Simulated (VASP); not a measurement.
# Pd (Im-3m) in VASP: single point with PBE

Aim: the single point of Pd with PBE.

Everything below comes from runs of VASP 6.6.1. Logs are shortened: lines on timing, memory, paths and dates and some standing lists are left out, and cuts for length are marked.

**1. The cell of the first run**

It takes space group Im-3m (No. 229, cubic). The conventional cell has a = 3.139 Å, b = 3.139 Å, c = 3.139 Å, α = 90.00°, β = 90.00°, γ = 90.00°. Within 3.6 Å of Pd (site symmetry m-3m) lie 14 Pd at 2.72 to 3.14 Å.

**2. Single point, PBE, collinear spin, ferromagnetic start**

File INCAR:

```
PREC = Accurate
ENCUT = 520
EDIFF = 1E-7
ISMEAR = -1
SIGMA = 0.1
LREAL = False
LASPH = True
NELM = 150
ALGO = Normal
ISIF = 2
LWAVE = False
LCHARG = True
ISPIN = 2
MAGMOM = 0.5
LORBIT = 11
LMAXMIX = 4
GGA = PE
LELF = True
LVHAR = True
NBANDS = 15
```

File KPOINTS:

```
Automatic mesh
0
Gamma
  7 7 7
```

File POSCAR:

```
Pd
1.0
   -1.5693789727      1.5693789727      1.5693789727
    1.5693789727     -1.5693789727      1.5693789727
    1.5693789727      1.5693789727     -1.5693789727
Pd
1
Direct
    0.0000000000      0.0000000000      0.0000000000
```

Potentials or basis: VASP PAW PBE potentials, release 64 (Pd).

The run is started by

```console
$ cat potpaw_PBE.64/Pd/POTCAR > POTCAR
$ mpirun -np 1 vasp_std > vasp.out
```

OUTCAR:

```text
PREC = Accurate
   ENCUT = 520
   EDIFF = 1E-7
   ISMEAR = -1
   LREAL = False
   LASPH = True
   NELM = 150
   ISIF = 2
   ISPIN = 2
   LORBIT = 11
   GGA = PE

 ion  position               nearest neighbor table
   1  0.000  0.000  0.000-

  LATTYP: Found a body centered cubic cell.
 ALAT       =     3.1387579454

  Lattice vectors:

 A1 = (  -1.5693789727,   1.5693789727,   1.5693789727)
 A2 = (   1.5693789727,  -1.5693789727,   1.5693789727)
 A3 = (   1.5693789727,   1.5693789727,  -1.5693789727)

Analysis of symmetry for initial positions (statically):
=====================================================================
 Subroutine PRICEL returns:
 Original cell was already a primitive cell.

 Routine SETGRP: Setting up the symmetry group for a
 body centered cubic supercell.

 Subroutine GETGRP returns: Found 48 space group operations
 (whereof 48 operations were pure point group operations)
 out of a pool of 48 trial point group operations.

The static configuration has the point symmetry O_h .

Analysis of symmetry for dynamics (positions and initial velocities):
=====================================================================
 Subroutine PRICEL returns:
 Original cell was already a primitive cell.

 Routine SETGRP: Setting up the symmetry group for a
 body centered cubic supercell.

 Subroutine GETGRP returns: Found 48 space group operations
 (whereof 48 operations were pure point group operations)
 out of a pool of 48 trial point group operations.

The dynamic configuration has the point symmetry O_h .

Analysis of structural, dynamic, and magnetic symmetry:
=====================================================================
 Subroutine PRICEL returns:
 Original cell was already a primitive cell.

 Routine SETGRP: Setting up the symmetry group for a
 body centered cubic supercell.

 Subroutine GETGRP returns: Found 48 space group operations
 (whereof 48 operations were pure point group operations)
 out of a pool of 48 trial point group operations.

The overall configuration has the point symmetry O_h .

 Subroutine INISYM returns: Found 48 space group operations
 (whereof 48 operations are pure point group operations),
 and found     1 'primitive' translations

----------------------------------------------------------------------------------------

                                     Primitive cell

  volume of cell :      15.4612

  direct lattice vectors                    reciprocal lattice vectors
    -1.569378973  1.569378973  1.569378973     0.000000000  0.318597362  0.318597362
     1.569378973 -1.569378973  1.569378973     0.318597362  0.000000000  0.318597362
     1.569378973  1.569378973 -1.569378973     0.318597362  0.318597362  0.000000000

  length of vectors
     2.718244117  2.718244117  2.718244117     0.450564710  0.450564710  0.450564710

  position of ions in fractional coordinates (direct lattice)
     0.000000000  0.000000000  0.000000000

  ion indices of the primitive-cell ions
   primitive index   ion index
                 1           1

----------------------------------------------------------------------------------------

 KPOINTS: Automatic mesh

Automatic generation of k-mesh.
 Grid dimensions read from file:
 generate k-points for:    7    7    7

 Generating k-lattice:

  Cartesian coordinates                     Fractional coordinates (reciprocal lattice)
     0.000000000  0.045513909  0.045513909     0.142857143  0.000000000  0.000000000
     0.045513909  0.000000000  0.045513909     0.000000000  0.142857143  0.000000000
     0.045513909  0.045513909  0.000000000     0.000000000  0.000000000  0.142857143

  Length of vectors
     0.064366387  0.064366387  0.064366387

  Shift w.r.t. Gamma in fractional coordinates (k-lattice)
     0.000000000  0.000000000  0.000000000

 Subroutine IBZKPT returns following result:
 ===========================================

 Found     20 irreducible k-points:

 Following reciprocal coordinates:
            Coordinates               Weight
  0.000000  0.000000  0.000000      1.000000
  0.142857  0.000000  0.000000     12.000000
  0.285714  0.000000  0.000000     12.000000
  0.428571  0.000000  0.000000     12.000000
  0.142857  0.142857  0.000000     24.000000
  0.285714  0.142857  0.000000     48.000000
[... 12 lines left out ...]
 -0.428571 -0.428571  0.285714      8.000000
 -0.428571  0.428571  0.428571      6.000000
   k-points           NKPTS =     20   k-points in BZ     NKDIM =     20   number of bands    NBANDS=     15
   number of dos      NEDOS =    301   number of ions     NIONS =      1
   total plane-waves  NPLWV =   8000
   dimension x,y,z NGX =    20 NGY =   20 NGZ =   20
   dimension x,y,z NGXF=    40 NGYF=   40 NGZF=   40
   ions per type =               1
   NGX,Y,Z   is equivalent  to a cutoff of  12.23, 12.23, 12.23 a.u.
   NGXF,Y,Z  is equivalent  to a cutoff of  24.46, 24.46, 24.46 a.u.
 SYSTEM =  unknown system
   PREC   = accura    normal or accurate (medium, high low for compatibility)
   ISTART =      0    job   : 0-new  1-cont  2-samecut
   ICHARG =      2    charge: 1-file 2-atom 10-const
   ISPIN  =      2    spin polarized calculation?
   LNONCOLLINEAR =      F non collinear calculations
   LSORBIT =      F    spin-orbit coupling
   LASPH  =      T    aspherical Exc in radial PAW
   ENCUT  =  520.0 eV  38.22 Ry    6.18 a.u.   5.05  5.05  5.05*2*pi/ulx,y,z
   NELM   =    150;   NELMIN=  2; NELMDL= -5     # of ELM steps
   EDIFF  = 0.1E-06   stopping-criterion for ELM
   LREAL  =      F    real-space projection
   EDIFFG = 0.1E-05   stopping-criterion for IOM
   NSW    =      0    number of steps for IOM
   IBRION =     -1    ionic relax: 0-MD 1-quasi-New 2-CG
   NFREE  =      0    steps in history (QN), initial steepest desc. (CG)
   ISIF   =      2    stress and relaxation
   ISYM   =      2    0-nonsym 1-usesym 2-fastsym
   POTIM  = 0.5000    time-step for ionic-motion
   TEBEG  =    0.0;   TEEND  =   0.0 temperature during run
   PSTRESS=    0.0 pullay stress
   NELECT =      10.0000    total number of electrons
   NUPDOWN=      -1.0000    fix difference up-down
   EMIN   =  10.00;   EMAX   =-10.00  energy-range for DOS
   EFERMI =   0.00;   METHOD = LEGACY
   ISMEAR =    -1;   SIGMA  =   0.10  broadening in eV -4-tet -1-fermi 0-gaus
   EFERMI_NEDOS =   21; number of points for ismear=-14 and -15
   IALGO  =     38    algorithm
   IMIX   =      4    mixing-type and parameters
     AMIX     =   0.40;   BMIX     =  1.00
     AMIX_MAG =   1.60;   BMIX_MAG =  1.00
  volume/ion in A,a.u.               =      15.46       104.34
  Fermi-wavevector in a.u.,A,eV,Ry     =   1.415773  2.675423 27.271703  2.004414
  Thomas-Fermi vector in A             =   2.537177
   LORBIT       =     11    0 simple, 1 ext, 2 COOP (PROOUT), +10 PAW based schemes
   GGA     = PE    functional components
   LHFCALC =     F    Hartree Fock is set to
   AEXX    =    0.0000 exact exchange contribution
   IVDW    =     0    specifies the selected vdW correction
   LEPSILON=     F    determine dielectric tensor
   LRPA    =     F    only Hartree local field effects (RPA)
 spin polarized calculation
  energy-cutoff  :      520.00
  volume of cell :       15.46
 maximum number of plane-waves:       429
   NGX = 11   NGY = 11   NGZ = 11

 number of electron      10.0000005 magnetization      -0.0033432

 number of electron      10.0000005 magnetization       0.0003734

 Free energy of the ion-electron system (eV)
  ---------------------------------------------------
  ext. energy  EPLUGINS =         0.00000000
  ---------------------------------------------------
  free energy    TOTEN  =        -5.20478541 eV

  energy without entropy =       -5.15654629  energy(sigma->0) =       -5.18066585

 E-fermi :   9.0737     XC(G=0): -12.8827

 val. band max:        9.0634476368   @ k =  -0.4286   0.4286   0.4286
 cond. band min:       9.0899618732   @ k =  -0.2857   0.2857   0.1429
 fundamental gap:      0.0265142363
 Fermi energy:         9.0736913071

 spin component 1

 k-point     1 :       0.0000    0.0000    0.0000
  band No.  band energies     occupation
      1       2.2377      1.00000
      2       6.2778      1.00000
      3       6.2778      1.00000
      4       6.2778      1.00000
      5       8.1385      0.99991
      6       8.1385      0.99991
      7      28.2939      0.00000
      8      28.2939      0.00000
      9      28.2939      0.00000
     10      35.6726      0.00000
     11      36.3747      0.00000
     12      36.3747      0.00000
     13      37.5931      0.00000
     14      37.5931      0.00000
     15      37.5931      0.00000

 k-point     2 :       0.1429    0.0000    0.0000
  band No.  band energies     occupation
      1       2.9542      1.00000
      2       6.0475      1.00000
      3       6.2861      1.00000
      4       6.7872      1.00000
      5       7.9198      0.99999
      6       8.1593      0.99989
      7      27.3345      0.00000
      8      28.0963      0.00000
      9      29.1258      0.00000
     10      33.4554      0.00000
     11      33.7557      0.00000
     12      34.5750      0.00000
     13      35.7530      0.00000
     14      38.1388      0.00000
     15      41.9130      0.00000
[... 292 lines left out ...]
      2       4.7236      1.00000
      3       7.3895      1.00000
      4       8.8997      0.85068
      5       8.8997      0.85068
      6      17.5716      0.00000
      7      17.5716      0.00000
      8      17.8636      0.00000
      9      27.4980      0.00000
     10      27.4980      0.00000
     11      29.6257      0.00000
     12      35.7576      0.00000
     13      37.3254      0.00000
     14      41.9873      0.00000
     15      43.5897      0.00000

 k-point    20 :      -0.4286    0.4286    0.4286
  band No.  band energies     occupation
      1       4.3244      1.00000
      2       4.3821      1.00000
      3       8.8235      0.92425
      4       8.8235      0.92425
      5       9.0630      0.52664
      6      16.3307      0.00000
      7      18.9472      0.00000
      8      18.9472      0.00000
      9      25.8291      0.00000
     10      26.1525      0.00000
     11      28.2937      0.00000
     12      35.8071      0.00000
     13      37.6997      0.00000
     14      43.4036      0.00000
     15      43.4037      0.00000
 Fermi energy:         9.0736913071

 spin component 2

 k-point     1 :       0.0000    0.0000    0.0000
  band No.  band energies     occupation
      1       2.2377      1.00000
      2       6.2782      1.00000
      3       6.2782      1.00000
      4       6.2782      1.00000
      5       8.1387      0.99991
      6       8.1387      0.99991
      7      28.2939      0.00000
      8      28.2939      0.00000
      9      28.2939      0.00000
     10      35.6730      0.00000
     11      36.3746      0.00000
     12      36.3746      0.00000
     13      37.5932      0.00000
     14      37.5932      0.00000
     15      37.5932      0.00000

 k-point     2 :       0.1429    0.0000    0.0000
  band No.  band energies     occupation
      1       2.9541      1.00000
      2       6.0479      1.00000
      3       6.2865      1.00000
      4       6.7876      1.00000
      5       7.9200      0.99999
      6       8.1595      0.99989
      7      27.3344      0.00000
      8      28.0962      0.00000
      9      29.1258      0.00000
     10      33.4553      0.00000
     11      33.7558      0.00000
     12      34.5751      0.00000
     13      35.7535      0.00000
     14      38.1387      0.00000
     15      41.9146      0.00000
[... 293 lines left out ...]
      3       7.3899      1.00000
      4       8.9001      0.85017
      5       8.9001      0.85016
      6      17.5717      0.00000
      7      17.5717      0.00000
      8      17.8637      0.00000
      9      27.4979      0.00000
     10      27.4979      0.00000
     11      29.6257      0.00000
     12      35.7580      0.00000
     13      37.3255      0.00000
     14      41.9874      0.00000
     15      43.5900      0.00000

 k-point    20 :      -0.4286    0.4286    0.4286
  band No.  band energies     occupation
      1       4.3245      1.00000
      2       4.3823      1.00000
      3       8.8239      0.92396
      4       8.8239      0.92396
      5       9.0634      0.52559
      6      16.3307      0.00000
      7      18.9472      0.00000
      8      18.9472      0.00000
      9      25.8291      0.00000
     10      26.1525      0.00000
     11      28.2937      0.00000
     12      35.8076      0.00000
     13      37.6998      0.00000
     14      43.4039      0.00000
     15      43.4039      0.00000

------------------------ aborting loop because EDIFF is reached ----------------------------------------

  FORCE on cell =-STRESS in cart. coord.  units (eV):
  Direction    XX          YY          ZZ          XY          YZ          ZX
  --------------------------------------------------------------------------------------
  -------------------------------------------------------------------------------------
  Total        0.0197714      0.0197714      0.0197714      0.0000000     -0.0000000      0.0000000
  in kB        2.0488185      2.0488185      2.0488185      0.0000000     -0.0000000      0.0000000
  external PRESSURE =       2.0488185 kB  Pullay stress =       0.0000000 kB

 VOLUME and BASIS-vectors are now :
 -----------------------------------------------------------------------------
  energy-cutoff  :      520.00
  volume of cell :       15.46
      direct lattice vectors                 reciprocal lattice vectors
    -1.569378973  1.569378973  1.569378973     0.000000000  0.318597362  0.318597362
     1.569378973 -1.569378973  1.569378973     0.318597362  0.000000000  0.318597362
     1.569378973  1.569378973 -1.569378973     0.318597362  0.318597362  0.000000000

 POSITION                                       TOTAL-FORCE (eV/Angst)
 -----------------------------------------------------------------------------------
      0.00000      0.00000      0.00000        -0.000000      0.000000      0.000000
 -----------------------------------------------------------------------------------
    total drift:                                0.000000     -0.000000      0.000000

  FREE ENERGIE OF THE ION-ELECTRON SYSTEM (eV)
  ---------------------------------------------------
  free  energy   TOTEN  =        -5.2047854068 eV

  energy  without entropy=       -5.1565462885  energy(sigma->0) =       -5.18066585

 total charge

# of ion       s       p       d       tot
------------------------------------------
    1        0.467   0.413   8.482   9.361

 magnetization (x)

# of ion       s       p       d       tot
------------------------------------------
    1       -0.000  -0.000   0.000   0.000
```

Wall time 29 s (1 thread of AMD EPYC 7R13, shared host); peak memory 0.1 GiB.

Results:

| Quantity | Value |
| --- | --- |
| Free energy | -5.2048 eV |
| Pressure | 0.2 GPa |
| Band gap on the k mesh | zero (filled and empty bands overlap) |
| Net moment | 0.00 μB per cell |
| Valence electrons inside the program's atomic spheres | Pd 9.36 |

Levels at points of the mesh, in eV from the Fermi level:
Spin up:
```tsv
k point	band 2	band 3	band 4	band 5	band 6	band 7	band 8	band 9
(0.00, 0.00, 0.00)	-2.80	-2.80	-2.80	-0.94	-0.94	19.22	19.22	19.22
```
Spin down:
```tsv
k point	band 3	band 4	band 5	band 6	band 7	band 8
(0.00, 0.00, 0.00)	-2.80	-2.80	-0.93	-0.93	19.22	19.22
```

Caveat: the k points lie up to 0.40 Å⁻¹ apart.
